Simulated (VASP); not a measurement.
# Si3N4 (P6_3/m) in VASP: single point with PBE

Aim: the single point of Si3N4 with PBE.

Program: VASP 6.6.1. These are calculated values, not measurements. Logs are shortened: lines on timing, memory, paths and dates and some standing lists are left out, and cuts for length are marked.

## Step 1: The cell of the first run

Symmetry: P6_3/m, No. 176, hexagonal system. The conventional cell has a = 7.609 Å, b = 7.609 Å, c = 2.908 Å, α = 90.00°, β = 90.00°, γ = 120.00°. Si (site symmetry m) has 4 N at 1.73 to 1.74 Å within 2.3 Å. N (site symmetry -6) has 3 Si at 1.73 Å within 2.3 Å. N (site symmetry m) has 3 Si at 1.74 Å within 2.3 Å.

## Step 2: Single point, PBE

Input file INCAR:

```
SYSTEM = Si3N4
PREC = Accurate
ENCUT = 520
EDIFF = 1E-7
ISMEAR = -1
SIGMA = 0.02
LREAL = .FALSE.
LASPH = .TRUE.
NELM = 100
ALGO = Normal
ISIF = 2
LWAVE = .FALSE.
LCHARG = .FALSE.
GGA = PE
NBANDS = 45
```

Input file KPOINTS:

```
regular mesh
0
G
  4 4 10
  0 0 0
```

Input file POSCAR:

```
Si3N4
1.0
    7.6093000000      0.0000000000      0.0000000000
   -3.8046500000      6.5898471050      0.0000000000
    0.0000000000      0.0000000000      2.9079000000
Si N
6 8
Direct
    0.1739076037      0.7677713740      0.2500000000
    0.4061362297      0.1739076037      0.7500000000
    0.2322286260      0.4061362297      0.2500000000
    0.8260923963      0.2322286260      0.7500000000
    0.5938637703      0.8260923963      0.2500000000
    0.7677713740      0.5938637703      0.7500000000
    0.3333333333      0.6666666667      0.2500000000
    0.6666666667      0.3333333333      0.7500000000
    0.3297847804      0.0297818406      0.2500000000
    0.3000029399      0.3297847804      0.7500000000
    0.9702181594      0.3000029399      0.2500000000
    0.6702152196      0.9702181594      0.7500000000
    0.6999970601      0.6702152196      0.2500000000
    0.0297818406      0.6999970601      0.7500000000
```

Potentials or basis: VASP PAW PBE potentials, release 64 (Si, N).

Run with:

```sh
cat potpaw_PBE.64/Si/POTCAR potpaw_PBE.64/N/POTCAR > POTCAR
mpirun -np 1 vasp_std > vasp.out
```

OUTCAR:

```text
SYSTEM = Si3N4
   PREC = Accurate
   ENCUT = 520
   EDIFF = 1E-7
   ISMEAR = -1
   LREAL = .FALSE.
   LASPH = .TRUE.
   NELM = 100
   ISIF = 2
   GGA = PE

 ion  position               nearest neighbor table
   1  0.174  0.768  0.250-   7 1.73   9 1.74  14 1.74  14 1.74   3 3.00   5 3.00   2 3.05   2 3.05
                             6 3.05   6 3.05
   2  0.406  0.174  0.750-   8 1.73  10 1.74   9 1.74   9 1.74   6 3.00   4 3.00   1 3.05   1 3.05
                             3 3.05   3 3.05
   3  0.232  0.406  0.250-   7 1.73  11 1.74  10 1.74  10 1.74   5 3.00   1 3.00   2 3.05   2 3.05
                             4 3.05   4 3.05
   4  0.826  0.232  0.750-   8 1.73  12 1.74  11 1.74  11 1.74   6 3.00   2 3.00   5 3.05   5 3.05
                             3 3.05   3 3.05
   5  0.594  0.826  0.250-   7 1.73  13 1.74  12 1.74  12 1.74   3 3.00   1 3.00   4 3.05   4 3.05
                             6 3.05   6 3.05
   6  0.768  0.594  0.750-   8 1.73  14 1.74  13 1.74  13 1.74   2 3.00   4 3.00   5 3.05   5 3.05
                             1 3.05   1 3.05
   7  0.333  0.667  0.250-   1 1.73   5 1.73   3 1.73
   8  0.667  0.333  0.750-   4 1.73   2 1.73   6 1.73
   9  0.330  0.030  0.250-   1 1.74   2 1.74   2 1.74
  10  0.300  0.330  0.750-   2 1.74   3 1.74   3 1.74
  11  0.970  0.300  0.250-   3 1.74   4 1.74   4 1.74
  12  0.670  0.970  0.750-   4 1.74   5 1.74   5 1.74
  13  0.700  0.670  0.250-   5 1.74   6 1.74   6 1.74
  14  0.030  0.700  0.750-   6 1.74   1 1.74   1 1.74

  LATTYP: Found a hexagonal cell.
 ALAT       =     7.6093000000
 C/A-ratio  =     0.3821507892

  Lattice vectors:

 A1 = (   7.6093000000,   0.0000000000,   0.0000000000)
 A2 = (  -3.8046500000,   6.5898471050,   0.0000000000)
 A3 = (   0.0000000000,   0.0000000000,   2.9079000000)

Analysis of symmetry for initial positions (statically):
=====================================================================
 Subroutine PRICEL returns:
 Original cell was already a primitive cell.

 Routine SETGRP: Setting up the symmetry group for a
 hexagonal supercell.

 Subroutine GETGRP returns: Found 12 space group operations
 (whereof  6 operations were pure point group operations)
 out of a pool of 24 trial point group operations.

The static configuration has the point symmetry S_6 .
 The point group associated with its full space group is C_6h.

Analysis of symmetry for dynamics (positions and initial velocities):
=====================================================================
 Subroutine PRICEL returns:
 Original cell was already a primitive cell.

 Routine SETGRP: Setting up the symmetry group for a
 hexagonal supercell.

 Subroutine GETGRP returns: Found 12 space group operations
 (whereof  6 operations were pure point group operations)
 out of a pool of 24 trial point group operations.

The dynamic configuration has the point symmetry S_6 .
 The point group associated with its full space group is C_6h.

 Subroutine INISYM returns: Found 12 space group operations
 (whereof  6 operations are pure point group operations),
 and found     1 'primitive' translations

----------------------------------------------------------------------------------------

                                     Primitive cell

  volume of cell :     145.8141

  direct lattice vectors                    reciprocal lattice vectors
     7.609300000  0.000000000  0.000000000     0.131418133  0.075874295  0.000000000
    -3.804650000  6.589847105  0.000000000     0.000000000  0.151748589  0.000000000
     0.000000000  0.000000000  2.907900000     0.000000000  0.000000000  0.343890780

  length of vectors
     7.609300000  7.609300000  2.907900000     0.151748589  0.151748589  0.343890780

  position of ions in fractional coordinates (direct lattice)
     0.173907604  0.767771374  0.250000000
     0.406136230  0.173907604  0.750000000
     0.232228626  0.406136230  0.250000000
     0.826092396  0.232228626  0.750000000
     0.593863770  0.826092396  0.250000000
     0.767771374  0.593863770  0.750000000
     0.333333333  0.666666667  0.250000000
     0.666666667  0.333333333  0.750000000
     0.329784780  0.029781841  0.250000000
     0.300002940  0.329784780  0.750000000
     0.970218159  0.300002940  0.250000000
     0.670215220  0.970218159  0.750000000
     0.699997060  0.670215220  0.250000000
     0.029781841  0.699997060  0.750000000

  ion indices of the primitive-cell ions
   primitive index   ion index
                 1           1
                 2           2
                 3           3
                 4           4
                 5           5
                 6           6
                 7           7
                 8           8
                 9           9
                10          10
                11          11
                12          12
                13          13
                14          14

----------------------------------------------------------------------------------------

 KPOINTS: regular mesh

Automatic generation of k-mesh.
 Grid dimensions read from file:
 generate k-points for:    4    4   10

 Generating k-lattice:

  Cartesian coordinates                     Fractional coordinates (reciprocal lattice)
     0.032854533  0.018968574  0.000000000     0.250000000  0.000000000  0.000000000
     0.000000000  0.037937147  0.000000000     0.000000000  0.250000000  0.000000000
     0.000000000  0.000000000  0.034389078     0.000000000  0.000000000  0.100000000

  Length of vectors
     0.037937147  0.037937147  0.034389078

  Shift w.r.t. Gamma in fractional coordinates (k-lattice)
     0.000000000  0.000000000  0.000000000

 Subroutine IBZKPT returns following result:
 ===========================================

 Found     24 irreducible k-points:

 Following reciprocal coordinates:
            Coordinates               Weight
  0.000000  0.000000  0.000000      1.000000
  0.250000  0.000000  0.000000      6.000000
  0.500000  0.000000  0.000000      3.000000
  0.250000  0.250000  0.000000      6.000000
  0.000000  0.000000  0.100000      2.000000
  0.250000  0.000000  0.100000     12.000000
[... 16 lines left out ...]
  0.500000  0.000000  0.500000      3.000000
  0.250000  0.250000  0.500000      6.000000
   k-points           NKPTS =     24   k-points in BZ     NKDIM =     24   number of bands    NBANDS=     45
   number of dos      NEDOS =    301   number of ions     NIONS =     14
   total plane-waves  NPLWV =  86400
   dimension x,y,z NGX =    60 NGY =   60 NGZ =   24
   dimension x,y,z NGXF=   120 NGYF=  120 NGZF=   48
   ions per type =               6   8
   NGX,Y,Z   is equivalent  to a cutoff of  13.11, 13.11, 13.72 a.u.
   NGXF,Y,Z  is equivalent  to a cutoff of  26.22, 26.22, 27.44 a.u.
 SYSTEM =  Si3N4
   PREC   = accura    normal or accurate (medium, high low for compatibility)
   ISTART =      0    job   : 0-new  1-cont  2-samecut
   ICHARG =      2    charge: 1-file 2-atom 10-const
   ISPIN  =      1    spin polarized calculation?
   LNONCOLLINEAR =      F non collinear calculations
   LSORBIT =      F    spin-orbit coupling
   LASPH  =      T    aspherical Exc in radial PAW
   ENCUT  =  520.0 eV  38.22 Ry    6.18 a.u.  14.15 14.15  5.41*2*pi/ulx,y,z
   NELM   =    100;   NELMIN=  2; NELMDL= -5     # of ELM steps
   EDIFF  = 0.1E-06   stopping-criterion for ELM
   LREAL  =      F    real-space projection
   EDIFFG = 0.1E-05   stopping-criterion for IOM
   NSW    =      0    number of steps for IOM
   IBRION =     -1    ionic relax: 0-MD 1-quasi-New 2-CG
   NFREE  =      0    steps in history (QN), initial steepest desc. (CG)
   ISIF   =      2    stress and relaxation
   ISYM   =      2    0-nonsym 1-usesym 2-fastsym
   POTIM  = 0.5000    time-step for ionic-motion
   TEBEG  =    0.0;   TEEND  =   0.0 temperature during run
   PSTRESS=    0.0 pullay stress
   NELECT =      64.0000    total number of electrons
   NUPDOWN=      -1.0000    fix difference up-down
   EMIN   =  10.00;   EMAX   =-10.00  energy-range for DOS
   EFERMI =   0.00;   METHOD = LEGACY
   ISMEAR =    -1;   SIGMA  =   0.02  broadening in eV -4-tet -1-fermi 0-gaus
   EFERMI_NEDOS =   21; number of points for ismear=-14 and -15
   IALGO  =     38    algorithm
   IMIX   =      4    mixing-type and parameters
     AMIX     =   0.40;   BMIX     =  1.00
     AMIX_MAG =   1.60;   BMIX_MAG =  1.00
  volume/ion in A,a.u.               =      10.42        70.29
  Fermi-wavevector in a.u.,A,eV,Ry     =   1.244137  2.351079 21.060154  1.547878
  Thomas-Fermi vector in A             =   2.378417
   LORBIT       =      0    0 simple, 1 ext, 2 COOP (PROOUT), +10 PAW based schemes
   GGA     = PE    functional components
   LHFCALC =     F    Hartree Fock is set to
   AEXX    =    0.0000 exact exchange contribution
   IVDW    =     0    specifies the selected vdW correction
   LEPSILON=     F    determine dielectric tensor
   LRPA    =     F    only Hartree local field effects (RPA)
 non-spin polarized calculation
  energy-cutoff  :      520.00
  volume of cell :      145.81
 maximum number of plane-waves:      3965
 NGX is ok and might be reduce to    60
   NGX = 29   NGY = 29   NGZ = 11

 number of electron      63.9999992 magnetization

 Free energy of the ion-electron system (eV)
  ---------------------------------------------------
  ext. energy  EPLUGINS =         0.00000000
  ---------------------------------------------------
  free energy    TOTEN  =      -114.50097276 eV

  energy without entropy =     -114.50097276  energy(sigma->0) =     -114.50097276

 E-fermi :   7.1989     XC(G=0): -10.8007

 val. band max:        6.7483555464   @ k =   0.0000   0.0000   0.2000
 cond. band min:      11.0700181759   @ k =   0.0000   0.0000   0.0000
 fundamental gap:      4.3216626294
 Fermi energy:         7.1988794613

 k-point     1 :       0.0000    0.0000    0.0000
  band No.  band energies     occupation
      1     -11.4611      2.00000
      2     -10.0021      2.00000
      3     -10.0021      2.00000
      4      -9.3576      2.00000
      5      -9.2321      2.00000
      6      -9.2321      2.00000
[... 36 lines left out ...]
     43      15.4525      0.00000
     44      16.2897      0.00000

 k-point     2 :       0.2500    0.0000    0.0000
  band No.  band energies     occupation
      1     -11.3265      2.00000
      2     -10.3414      2.00000
      3     -10.0989      2.00000
      4      -9.6920      2.00000
      5      -9.0208      2.00000
      6      -8.6068      2.00000
[... 36 lines left out ...]
     43      15.2443      0.00000
     44      15.7359      0.00000

 k-point     3 :       0.5000    0.0000    0.0000
  band No.  band energies     occupation
      1     -11.0042      2.00000
      2     -10.8461      2.00000
      3     -10.1717      2.00000
      4      -9.7425      2.00000
      5      -8.7895      2.00000
      6      -8.3113      2.00000
[... 976 lines left out ...]
     43      14.2007      0.00000
     44      14.2007      0.00000

 k-point    24 :       0.2500    0.2500    0.5000
  band No.  band energies     occupation
      1      -8.9483      2.00000
      2      -8.9483      2.00000
      3      -8.3471      2.00000
      4      -8.3471      2.00000
      5      -8.3061      2.00000
      6      -8.3061      2.00000
[... 36 lines left out ...]
     43      14.3757      0.00000
     44      14.3757      0.00000
 [bands above 44 left out]

------------------------ aborting loop because EDIFF is reached ----------------------------------------

  FORCE on cell =-STRESS in cart. coord.  units (eV):
  Direction    XX          YY          ZZ          XY          YZ          ZX
  --------------------------------------------------------------------------------------
  -------------------------------------------------------------------------------------
  Total        4.2992185      4.2992185      4.2834697      0.0000000      0.0000000      0.0000000
  in kB       47.2389882     47.2389882     47.0659434      0.0000004      0.0000000      0.0000000
  external PRESSURE =      47.1813066 kB  Pullay stress =       0.0000000 kB

 VOLUME and BASIS-vectors are now :
 -----------------------------------------------------------------------------
  energy-cutoff  :      520.00
  volume of cell :      145.81
      direct lattice vectors                 reciprocal lattice vectors
     7.609300000  0.000000000  0.000000000     0.131418133  0.075874295  0.000000000
    -3.804650000  6.589847105  0.000000000     0.000000000  0.151748589  0.000000000
     0.000000000  0.000000000  2.907900000     0.000000000  0.000000000  0.343890780

 POSITION                                       TOTAL-FORCE (eV/Angst)
 -----------------------------------------------------------------------------------
     -1.59779      5.05950      0.72698         0.008303     -0.000816      0.000000
      2.42875      1.14602      2.18093         0.004858      0.006782      0.000000
      0.22189      2.67638      0.72698        -0.003445      0.007599      0.000000
      5.40244      1.53035      2.18093        -0.008303      0.000816      0.000000
      1.37590      5.44382      0.72698        -0.004858     -0.006782      0.000000
      3.58276      3.91347      2.18093         0.003445     -0.007599     -0.000000
     -0.00000      4.39323      0.72698        -0.000000      0.000000     -0.000000
      3.80465      2.19662      2.18093        -0.000000      0.000000     -0.000000
      2.39612      0.19626      0.72698        -0.006373     -0.005759      0.000000
      1.02810      2.17323      2.18093         0.001801     -0.008399      0.000000
      6.24127      1.97697      0.72698         0.008174     -0.002639     -0.000000
      1.40853      6.39359      2.18093         0.006373      0.005759      0.000000
      2.77655      4.41662      0.72698        -0.001801      0.008399     -0.000000
     -2.43662      4.61287      2.18093        -0.008174      0.002639     -0.000000
 -----------------------------------------------------------------------------------
    total drift:                                0.000000      0.000000     -0.000000

  FREE ENERGIE OF THE ION-ELECTRON SYSTEM (eV)
  ---------------------------------------------------
  free  energy   TOTEN  =      -114.5009727573 eV

  energy  without entropy=     -114.5009727573  energy(sigma->0) =     -114.50097276
```

It took 97 s on 1 thread of Intel Xeon Platinum 8488C (Sapphire Rapids), shared host; peak memory 0.32 GiB.

Results:

- Free energy: -114.5010 eV
- Pressure: 4.7 GPa
- Largest force: 0.009 eV/Å
- Band gap on the k mesh: 4.32 eV (least direct gap 4.51 eV)

Forces in eV/Å, atoms in the order of the input:
```
Si   0.008 -0.001  0.000
Si   0.005  0.007  0.000
Si  -0.003  0.008  0.000
Si  -0.008  0.001  0.000
Si  -0.005 -0.007  0.000
Si   0.003 -0.008  0.000
N    0.000  0.000  0.000
N    0.000  0.000  0.000
N   -0.006 -0.006  0.000
N    0.002 -0.008  0.000
N    0.008 -0.003  0.000
N    0.006  0.006  0.000
N   -0.002  0.008  0.000
N   -0.008  0.003  0.000
```

Caveat: the cell stands under pressure. A k mesh can miss the band edges.
